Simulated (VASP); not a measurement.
A run of VASP 6.6.1:

The input POSCAR:

```
LiCl
1.0
    0.0000000000      2.3499878365      3.0549841874
    2.3499878365      0.0000000000      3.0549841874
    2.3499878365      2.3499878365      0.0000000000
Li Cl
1 1
Direct
    0.0000000000      0.0000000000      0.0000000000
    0.5000000000      0.5000000000      0.5000000000
```

INCAR.step1

```
PREC = Accurate ; ENCUT = 520
ISMEAR = 0 ; SIGMA = 0.05
LREAL = False ; LASPH = True
NELM = 100 ; NBANDS = 12
GGA = PE ; ALGO = Normal
EDIFF = 1E-4 ; LWAVE = True
LCHARG = False
```

File INCAR.step2:

```
PREC = Accurate ; ENCUT = 520
EDIFF = 1E-6 ; ISMEAR = 0
SIGMA = 0.05 ; LREAL = False
LASPH = True ; NELM = 100
ALGO = Normal ; ISIF = 2
LWAVE = False ; LCHARG = False
METAGGA = R2SCAN ; LMIXTAU = True
NBANDS = 12 ; ISTART = 1
```

KPOINTS

```
Automatic mesh
0
Gamma
  8 8 8
```

Potentials or basis: VASP PAW PBE potentials, release 64 (Li_sv, Cl).

Run with:

```console
$ cat potpaw_PBE.64/Li_sv/POTCAR potpaw_PBE.64/Cl/POTCAR > POTCAR
$ cp INCAR.step1 INCAR
$ mpirun -np 1 vasp_std > vasp.out
$ cp INCAR.step2 INCAR
$ mpirun -np 1 vasp_std > vasp.out
```

Hardware: 1 thread of Intel Xeon 8259CL (shared host).

Q: Estimate the wall time of this run.

A: It took 3.6 min on 1 thread of Intel Xeon 8259CL, with other jobs on the host, peak memory 0.17 GiB. Counts: k points 59.
